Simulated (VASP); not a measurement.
Set up this calculation in VASP 6.6.1, as the native input.

```
Task                   : relaxation of cell and atoms
Functional             : PBE
Potentials or basis    : VASP PAW PBE potentials, release 64 (Be, Pt, Br)
Cutoff                 : 600 eV
k mesh                 : 18 × 18 × 6
Occupations            : gaussian, width 0.1 eV
Spin                   : no spin polarisation
Dipole correction      : no
Further INCAR settings : ALGO = Normal; EDIFF = 1e-06; IBRION = 2; EDIFFG = -0.01; NSW = 100; ISIF = 3
```

The structure of BePtBr2 lies in POSCAR:

```
BePtBr2
1.0
    3.2025795558      0.0000000000      0.0000000000
   -1.6012897779      2.7735152530      0.0000000000
    0.0000000000      0.0000000000     10.6605339610
Be Pt Br
1 1 2
Direct
    0.0000000000      0.0000000000      0.5000000000
    0.0000000000      0.0000000000      0.0000000000
    0.3333333333      0.6666666667      0.6339568980
    0.6666666667      0.3333333333      0.3660431020
```

These files were run (other wordings do the same):

INCAR

```
SYSTEM = BePtBr2
ALGO = Normal
EDIFF = 1E-6
EDIFFG = -0.01
ENCUT = 600
GGA = PE
IBRION = 2
ISIF = 3
ISMEAR = 0
LASPH = .TRUE.
LCHARG = .FALSE.
LREAL = .FALSE.
LWAVE = .FALSE.
NELM = 100
NSW = 100
PREC = Accurate
SIGMA = 0.1
```

KPOINTS

```
k-points
0
G
  18 18 6
  0 0 0
```

Potentials or basis: VASP PAW PBE potentials, release 64 (Be, Pt, Br).

Command:

```sh
$ cat potpaw_PBE.64/Be/POTCAR potpaw_PBE.64/Pt/POTCAR potpaw_PBE.64/Br/POTCAR > POTCAR
$ mpirun -np 1 vasp_std > vasp.out
```

It gave:

```json
{
  "Relaxed volume": "23.71 Å³/atom",
  "Relaxed cell": "a = 3.205 Å, b = 3.205 Å, c = 10.664 Å, α = 90.00°, β = 90.00°, γ = 120.00°",
  "Space group after relaxing (to 0.05 Å)": "P-3m1 (No. 164)",
  "Energy gained by relaxing": "0.0 meV/atom",
  "Ionic steps": "2",
  "Pressure after relaxing": "0.0 GPa",
  "Largest force after relaxing": "0.006 eV/Å",
  "Band gap on the k mesh": "zero (band 13 reaches 2.53 eV, above the bottom of band 14 at 2.06 eV)"
}
```

Caveat: spin-orbit coupling is left out, which moves the levels of the heavy elements.

Wall time 35 min on 1 thread of AMD EPYC 7571, with other jobs on the host, peak memory 0.58 GiB.
